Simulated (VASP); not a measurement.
Wanted: the native input for a VASP 6.6.1 run.

```yaml
Task: single point
Functional: PBEsol
Potentials_or_basis: VASP PAW PBE potentials, release 64 (Cu)
Cutoff: 520 eV
k_mesh: 24 × 24 × 12
Occupations: gaussian, width 0.15 eV
Spin: no spin polarisation
Dipole_correction: no
Further_INCAR_settings: ALGO = Fast; EDIFF = 1e-06; NBANDS = 18
```

The structure of Cu lies in POSCAR:

```
Cu
1.0
    2.7368244034      0.0000000000      0.0000000000
   -1.3684122017      2.3701594590      0.0000000000
    0.0000000000      0.0000000000      4.2770738400
Cu
2
Direct
    0.3333333333      0.6666666667      0.2500000000
    0.6666666667      0.3333333333      0.7500000000
```

This isn't the form of Cu at room conditions, which is fcc.

This cell differs from its parent crystal: strain +0.080 along x and y, +0.040 along z.

These files were run (other wordings do the same):

INCAR

```
PREC = Accurate
ENCUT = 520
EDIFF = 1E-6
ISMEAR = 0
SIGMA = 0.15
LREAL = False
LASPH = True
NELM = 100
ALGO = Fast
ISIF = 2
LWAVE = False
LCHARG = False
GGA = PS
NBANDS = 18
```

KPOINTS

```
Automatic mesh
0
Gamma
  24 24 12
```

Potentials or basis: VASP PAW PBE potentials, release 64 (Cu).

Launch:

```console
$ cat potpaw_PBE.64/Cu/POTCAR > POTCAR
$ mpirun -np 1 vasp_std > vasp.out
```

It gave:

```yaml
Pressure: -19.6 GPa
Band_gap_on_the_k_mesh: zero (bands 11 and 12 overlap by 5.22 eV)
```

Caveat: the cell differs from its parent crystal (strain +0.080 along x and y, +0.040 along z); the cell stands under tension; the PAW data sets were made with another functional, which shifts forces and pressure a little.

Run time: 84 s on 1 thread of Intel(R) Xeon(R) 6975P-C (Granite Rapids), on a shared host, peak memory 0.28 GiB.
